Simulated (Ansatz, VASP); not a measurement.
One calculation of Bi, two programs

```
Bi
1.0
     3.25218    0.00000    0.00000
     0.00000    3.25218    0.00000
     0.00000    0.00000    3.25218
Bi
1
Direct
  0.00000 0.00000 0.00000
```

Alike in both runs: task single point; functional r2SCAN; k mesh 11 × 11 × 11; occupations fermi-dirac, width 0.1 eV; no spin polarisation.

|  | VASP | Ansatz |
| --- | --- | --- |
| version | VASP 6.6.1 | Ansatz 0.2.0 |
| potentials or method | VASP PAW PBE potentials, release 64 (Bi_d), cutoff 520 eV | plane waves (500 eV) with PAW, scalar-relativistic |
| valence electrons in the cell | 15 | 15 |

|  | VASP | Ansatz | Ansatz less VASP |
| --- | --- | --- | --- |
| pressure (GPa) | 0.2 | 0.2 | +0.05 |

VASP's potentials were made for PBE, not for r2SCAN. The functional is the same, so the differences come from potentials, cutoffs and numerics.

Spin-orbit coupling is off throughout.
